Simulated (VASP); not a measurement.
# Ru (P6_3/mmc) in VASP: notebook

Ru is run at these levels: BLYP; tasks: single point.

All numbers are computed with VASP 6.6.1; they aren't measurements. Logs are shortened: lines on timing, memory, paths and dates and some standing lists are left out, and cuts for length are marked.

### Step 1. The cell of the first run

It takes space group P6_3/mmc (No. 194, hexagonal). The conventional cell has a = 2.825 Å, b = 2.825 Å, c = 9.059 Å, α = 90.00°, β = 90.00°, γ = 120.00°. Within 3.7 Å of Ru (site symmetry -3m) lie 12 Ru at 2.79 to 2.83 Å. Within 3.7 Å of Ru (site symmetry -6m2) lie 12 Ru at 2.79 to 2.83 Å.

### Step 2. Single point, BLYP (15.65 Å³/atom)

Contents of INCAR:

```
SYSTEM = Ru
PREC = Accurate
ENCUT = 520
EDIFF = 1E-7
ISMEAR = -1
SIGMA = 0.1
LREAL = .FALSE.
LASPH = .TRUE.
NELM = 80
ALGO = Normal
ISIF = 2
LWAVE = .FALSE.
LCHARG = .FALSE.
GGA = B5
ALDAX = 1.0
AGGAX = 1.0
AGGAC = 1.0
ALDAC = 0.0
NBANDS = 36
```

Contents of KPOINTS:

```
Automatic mesh
0
G
  15 15 4
  0 0 0
```

Contents of POSCAR:

```
Ru
1.0
    2.8250714577      0.0000000000      0.0000000000
   -1.4125357289      2.4465836499      0.0000000000
    0.0000000000      0.0000000000      9.0590486723
Ru
4
Direct
    1.0000000000      1.0000000000      1.0000000000
    1.0000000000      1.0000000000      0.5000000000
    0.3333333333      0.6666666667      0.2500000000
    0.6666666667      0.3333333333      0.7500000000
```

Potentials or basis: VASP PAW PBE potentials, release 64 (Ru_pv).

Command:

```bash
$ cat potpaw_PBE.64/Ru_pv/POTCAR > POTCAR
$ mpirun -np 1 vasp_std > vasp.out
```

OUTCAR:

```text
SYSTEM = Ru
   PREC = Accurate
   ENCUT = 520
   EDIFF = 1E-7
   ISMEAR = -1
   LREAL = .FALSE.
   LASPH = .TRUE.
   NELM = 80
   ISIF = 2
   GGA = B5

 ion  position               nearest neighbor table
   1  0.000  0.000  0.000-   3 2.79   4 2.79   4 2.79   3 2.79   4 2.79   3 2.79
   2  0.000  0.000  0.500-   3 2.79   4 2.79   4 2.79   3 2.79   4 2.79   3 2.79
   3  0.333  0.667  0.250-   1 2.79   2 2.79   1 2.79   2 2.79   1 2.79   2 2.79
   4  0.667  0.333  0.750-   1 2.79   2 2.79   1 2.79   2 2.79   1 2.79   2 2.79

  LATTYP: Found a hexagonal cell.
 ALAT       =     2.8250714577
 C/A-ratio  =     3.2066617811

  Lattice vectors:

 A1 = (   2.8250714577,   0.0000000000,   0.0000000000)
 A2 = (  -1.4125357289,   2.4465836499,   0.0000000000)
 A3 = (   0.0000000000,   0.0000000000,   9.0590486723)

Analysis of symmetry for initial positions (statically):
=====================================================================
 Subroutine PRICEL returns:
 Original cell was already a primitive cell.

 Routine SETGRP: Setting up the symmetry group for a
 hexagonal supercell.

 Subroutine GETGRP returns: Found 24 space group operations
 (whereof 12 operations were pure point group operations)
 out of a pool of 24 trial point group operations.

The static configuration has the point symmetry D_3d.
 The point group associated with its full space group is D_6h.

Analysis of symmetry for dynamics (positions and initial velocities):
=====================================================================
 Subroutine PRICEL returns:
 Original cell was already a primitive cell.

 Routine SETGRP: Setting up the symmetry group for a
 hexagonal supercell.

 Subroutine GETGRP returns: Found 24 space group operations
 (whereof 12 operations were pure point group operations)
 out of a pool of 24 trial point group operations.

The dynamic configuration has the point symmetry D_3d.
 The point group associated with its full space group is D_6h.

 Subroutine INISYM returns: Found 24 space group operations
 (whereof 12 operations are pure point group operations),
 and found     1 'primitive' translations

----------------------------------------------------------------------------------------

                                     Primitive cell

  volume of cell :      62.6141

  direct lattice vectors                    reciprocal lattice vectors
     2.825071458  0.000000000  0.000000000     0.353973347  0.204366607  0.000000000
    -1.412535729  2.446583650  0.000000000     0.000000000  0.408733215  0.000000000
     0.000000000  0.000000000  9.059048672     0.000000000  0.000000000  0.110386867

  length of vectors
     2.825071458  2.825071458  9.059048672     0.408733215  0.408733215  0.110386867

  position of ions in fractional coordinates (direct lattice)
     0.000000000  0.000000000  0.000000000
     0.000000000  0.000000000  0.500000000
     0.333333333  0.666666667  0.250000000
     0.666666667  0.333333333  0.750000000

  ion indices of the primitive-cell ions
   primitive index   ion index
                 1           1
                 2           2
                 3           3
                 4           4

----------------------------------------------------------------------------------------

 KPOINTS: Automatic mesh

Automatic generation of k-mesh.
 Grid dimensions read from file:
 generate k-points for:   15   15    4

 Generating k-lattice:

  Cartesian coordinates                     Fractional coordinates (reciprocal lattice)
     0.023598223  0.013624440  0.000000000     0.066666667  0.000000000  0.000000000
     0.000000000  0.027248881  0.000000000     0.000000000  0.066666667  0.000000000
     0.000000000  0.000000000  0.027596717     0.000000000  0.000000000  0.250000000

  Length of vectors
     0.027248881  0.027248881  0.027596717

  Shift w.r.t. Gamma in fractional coordinates (k-lattice)
     0.000000000  0.000000000  0.000000000

 Subroutine IBZKPT returns following result:
 ===========================================

 Found     81 irreducible k-points:

 Following reciprocal coordinates:
            Coordinates               Weight
  0.000000  0.000000  0.000000      1.000000
  0.066667  0.000000  0.000000      6.000000
  0.133333 -0.000000  0.000000      6.000000
  0.200000  0.000000  0.000000      6.000000
  0.266667 -0.000000  0.000000      6.000000
  0.333333  0.000000  0.000000      6.000000
[... 16 lines left out ...]
  0.333333  0.200000  0.000000     12.000000
  0.400000  0.200000  0.000000      6.000000
 [... further k-points ...]
   k-points           NKPTS =     81   k-points in BZ     NKDIM =     81   number of bands    NBANDS=     36
   number of dos      NEDOS =    301   number of ions     NIONS =      4
   total plane-waves  NPLWV =  40320
   dimension x,y,z NGX =    24 NGY =   24 NGZ =   70
   dimension x,y,z NGXF=    48 NGYF=   48 NGZF=  140
   ions per type =               4
   NGX,Y,Z   is equivalent  to a cutoff of  14.12, 14.12, 12.85 a.u.
   NGXF,Y,Z  is equivalent  to a cutoff of  28.25, 28.25, 25.69 a.u.
 SYSTEM =  Ru
   PREC   = accura    normal or accurate (medium, high low for compatibility)
   ISTART =      0    job   : 0-new  1-cont  2-samecut
   ICHARG =      2    charge: 1-file 2-atom 10-const
   ISPIN  =      1    spin polarized calculation?
   LNONCOLLINEAR =      F non collinear calculations
   LSORBIT =      F    spin-orbit coupling
   LASPH  =      T    aspherical Exc in radial PAW
   ENCUT  =  520.0 eV  38.22 Ry    6.18 a.u.   5.25  5.25 16.84*2*pi/ulx,y,z
   NELM   =     80;   NELMIN=  2; NELMDL= -5     # of ELM steps
   EDIFF  = 0.1E-06   stopping-criterion for ELM
   LREAL  =      F    real-space projection
   EDIFFG = 0.1E-05   stopping-criterion for IOM
   NSW    =      0    number of steps for IOM
   IBRION =     -1    ionic relax: 0-MD 1-quasi-New 2-CG
   NFREE  =      0    steps in history (QN), initial steepest desc. (CG)
   ISIF   =      2    stress and relaxation
   ISYM   =      2    0-nonsym 1-usesym 2-fastsym
   POTIM  = 0.5000    time-step for ionic-motion
   TEBEG  =    0.0;   TEEND  =   0.0 temperature during run
   PSTRESS=    0.0 pullay stress
   NELECT =      56.0000    total number of electrons
   NUPDOWN=      -1.0000    fix difference up-down
   EMIN   =  10.00;   EMAX   =-10.00  energy-range for DOS
   EFERMI =   0.00;   METHOD = LEGACY
   ISMEAR =    -1;   SIGMA  =   0.10  broadening in eV -4-tet -1-fermi 0-gaus
   EFERMI_NEDOS =   21; number of points for ismear=-14 and -15
   IALGO  =     38    algorithm
   IMIX   =      4    mixing-type and parameters
     AMIX     =   0.40;   BMIX     =  1.00
     AMIX_MAG =   1.60;   BMIX_MAG =  1.00
  volume/ion in A,a.u.               =      15.65       105.64
  Fermi-wavevector in a.u.,A,eV,Ry     =   1.577297  2.980659 33.849469  2.487866
  Thomas-Fermi vector in A             =   2.678000
   LORBIT       =      0    0 simple, 1 ext, 2 COOP (PROOUT), +10 PAW based schemes
   GGA     = B5    functional components
   LHFCALC =     F    Hartree Fock is set to
   AEXX    =    0.0000 exact exchange contribution
   IVDW    =     0    specifies the selected vdW correction
   LEPSILON=     F    determine dielectric tensor
   LRPA    =     F    only Hartree local field effects (RPA)
 non-spin polarized calculation
  energy-cutoff  :      520.00
  volume of cell :       62.61
 maximum number of plane-waves:      1700
 NGX is ok and might be reduce to    24
   NGX = 11   NGY = 11   NGZ = 33

 number of electron      55.9999998 magnetization

 Free energy of the ion-electron system (eV)
  ---------------------------------------------------
  ext. energy  EPLUGINS =         0.00000000
  ---------------------------------------------------
  free energy    TOTEN  =       -31.24462326 eV

  energy without entropy =      -31.07046747  energy(sigma->0) =      -31.15754537

 E-fermi :  10.9148     XC(G=0): -12.6016

 val. band max:       10.9115459101   @ k =   0.3333   0.2000   0.5000
 cond. band min:      10.9205649484   @ k =   0.4000   0.0667   0.2500
 fundamental gap:      0.0090190383
 Fermi energy:        10.9147650052

 k-point     1 :       0.0000    0.0000    0.0000
  band No.  band energies     occupation
      1     -32.0666      2.00000
      2     -31.7483      2.00000
      3     -31.7005      2.00000
      4     -31.4901      2.00000
      5     -31.4901      2.00000
      6     -31.4472      2.00000
[... 28 lines left out ...]
     35      12.1161      0.00001
     36      12.3018      0.00000

 k-point     2 :       0.0667    0.0000    0.0000
  band No.  band energies     occupation
      1     -32.0572      2.00000
      2     -31.7512      2.00000
      3     -31.7049      2.00000
      4     -31.5107      2.00000
      5     -31.4970      2.00000
      6     -31.4609      2.00000
[... 28 lines left out ...]
     35      12.1340      0.00001
     36      13.4827      0.00000

 k-point     3 :       0.1333   -0.0000    0.0000
  band No.  band energies     occupation
      1     -32.0300      2.00000
      2     -31.7633      2.00000
      3     -31.7224      2.00000
      4     -31.5676      2.00000
      5     -31.5160      2.00000
      6     -31.4944      2.00000
[... 28 lines left out ...]
     35      12.1843      0.00001
     36      14.8626      0.00000

 k-point     4 :       0.2000    0.0000    0.0000
  band No.  band energies     occupation
      1     -31.9880      2.00000
      2     -31.7949      2.00000
      3     -31.7632      2.00000
      4     -31.6477      2.00000
      5     -31.5716      2.00000
      6     -31.5433      2.00000
[... 28 lines left out ...]
     35      12.2534      0.00000
     36      16.3022      0.00000

 k-point     5 :       0.2667   -0.0000    0.0000
  band No.  band energies     occupation
      1     -31.9394      2.00000
      2     -31.8541      2.00000
      3     -31.8238      2.00000
      4     -31.7348      2.00000
      5     -31.6740      2.00000
      6     -31.5737      2.00000
[... 655 lines left out ...]
 k-point    22 :       0.2667    0.2000    0.0000
  band No.  band energies     occupation
      1     -31.9412      2.00000
      2     -31.9281      2.00000
      3     -31.8455      2.00000
      4     -31.8127      2.00000
      5     -31.8108      2.00000
      6     -31.7022      2.00000
[... 28 lines left out ...]
     35      14.8639      0.00000
     36      19.8394      0.00000

 k-point    23 :       0.3333    0.2000    0.0000
  band No.  band energies     occupation
      1     -31.9682      2.00000
      2     -31.9525      2.00000
      3     -31.8676      2.00000
      4     -31.8413      2.00000
      5     -31.7678      2.00000
      6     -31.7224      2.00000
[... 28 lines left out ...]
     35      16.0848      0.00000
     36      18.1083      0.00000

 k-point    24 :       0.4000    0.2000    0.0000
  band No.  band energies     occupation
      1     -31.9785      2.00000
      2     -31.9609      2.00000
      3     -31.8684      2.00000
      4     -31.8580      2.00000
      5     -31.7459      2.00000
      6     -31.7246      2.00000
[... 28 lines left out ...]
     35      16.7725      0.00000
     36      17.0913      0.00000

 [... further k-points ...]

------------------------ aborting loop because EDIFF is reached ----------------------------------------

  FORCE on cell =-STRESS in cart. coord.  units (eV):
  Direction    XX          YY          ZZ          XY          YZ          ZX
  --------------------------------------------------------------------------------------
  -------------------------------------------------------------------------------------
  Total       -6.4064798     -6.4064798     -6.4091691      0.0000000      0.0000000      0.0000000
  in kB     -163.9298130   -163.9298130   -163.9986286      0.0000000      0.0000000      0.0000000
  external PRESSURE =    -163.9527515 kB  Pullay stress =       0.0000000 kB

 VOLUME and BASIS-vectors are now :
 -----------------------------------------------------------------------------
  energy-cutoff  :      520.00
  volume of cell :       62.61
      direct lattice vectors                 reciprocal lattice vectors
     2.825071458  0.000000000  0.000000000     0.353973347  0.204366607  0.000000000
    -1.412535729  2.446583650  0.000000000     0.000000000  0.408733215  0.000000000
     0.000000000  0.000000000  9.059048672     0.000000000  0.000000000  0.110386867

 POSITION                                       TOTAL-FORCE (eV/Angst)
 -----------------------------------------------------------------------------------
      0.00000      0.00000      0.00000         0.000000      0.000000      0.000000
      0.00000      0.00000      4.52952         0.000000      0.000000      0.000000
     -0.00000      1.63106      2.26476         0.000000      0.000000     -0.000000
      1.41254      0.81553      6.79429        -0.000000      0.000000      0.000000
 -----------------------------------------------------------------------------------
    total drift:                               -0.000000      0.000000      0.000000

  FREE ENERGIE OF THE ION-ELECTRON SYSTEM (eV)
  ---------------------------------------------------
  free  energy   TOTEN  =       -31.2446232585 eV

  energy  without entropy=      -31.0704674736  energy(sigma->0) =      -31.15754537
```

It took 4.7 min on 1 thread of AMD EPYC 7R13, shared host; peak memory 0.27 GiB.

What came out:

```yaml
Free_energy: -31.2446 eV
Pressure: -16.4 GPa
Band_gap_on_the_k_mesh: zero (bands 28 and 29 overlap by 2.28 eV)
```

Levels at points of the mesh, in eV from the Fermi level:
| k point | band 26 | band 27 | band 28 | band 29 | band 30 | band 31 |
| --- | --- | --- | --- | --- | --- | --- |
| (0.00, 0.00, 0.00) | -1.73 | -1.73 | -0.69 | -0.69 | -0.10 | -0.10 |
| (0.00, 0.00, 0.50) | -1.98 | -0.36 | -0.36 | -0.36 | -0.36 | -0.36 |

Caveat: the cell stands under tension; the PAW data sets were made with another functional, which shifts forces and pressure a little.

### Step 3. Single point, BLYP (16.23 Å³/atom)

This run uses another cell than the first one, of 16.23 Å³/atom.

Contents of INCAR:

```
SYSTEM = Ru
PREC = Accurate
ENCUT = 520
EDIFF = 1E-7
ISMEAR = -1
SIGMA = 0.1
LREAL = .False.
LASPH = .True.
NELM = 80
ALGO = Normal
ISIF = 2
LWAVE = .False.
LCHARG = .True.
GGA = B5
ALDAX = 1.0
AGGAX = 1.0
AGGAC = 1.0
ALDAC = 0.0
LELF = .True.
LVHAR = .True.
NBANDS = 36
```

Contents of KPOINTS:

```
Automatic mesh
0
Gamma
  15 15 4
  0 0 0
```

Contents of POSCAR:

```
Ru
1.0
    2.8595269444      0.0000000000      0.0000000000
   -1.4297634722      2.4764229767      0.0000000000
    0.0000000000      0.0000000000      9.1695357646
Ru
4
Direct
    1.0000000000      1.0000000000      1.0000000000
    1.0000000000      1.0000000000      0.5000000000
    0.3333333333      0.6666666667      0.2500000000
    0.6666666667      0.3333333333      0.7500000000
```

Potentials or basis: VASP PAW PBE potentials, release 64 (Ru_pv).

Command:

```bash
$ cat potpaw_PBE.64/Ru_pv/POTCAR > POTCAR
$ mpirun -np 1 vasp_std > vasp.out
```

Wall time 3.9 min (1 thread of AMD EPYC 7R13, shared host); peak memory 0.27 GiB.

The run converged. Its results:

- Free energy: -30.9655 eV
- Pressure: -22.2 GPa
- Band gap on the k mesh: zero (bands 28 and 29 overlap by 2.15 eV)

Stress tensor (GPa, compression positive):
```
-22.08   0.00   0.00
  0.00 -22.08   0.00
  0.00   0.00 -22.40
```

Levels at points of the mesh, in eV from the Fermi level:
| k point | band 25 | band 26 | band 27 | band 28 | band 29 | band 30 | band 31 | band 32 |
| --- | --- | --- | --- | --- | --- | --- | --- | --- |
| (0.00, 0.00, 0.00) | -1.71 | -1.64 | -1.64 | -0.66 | -0.66 | -0.10 | -0.10 | 0.39 |
| (0.00, 0.00, 0.50) | -1.87 | -1.87 | -0.35 | -0.35 | -0.35 | -0.35 | -0.33 | -0.33 |

Caveat: the cell stands under tension; the PAW data sets were made with another functional, which shifts forces and pressure a little.
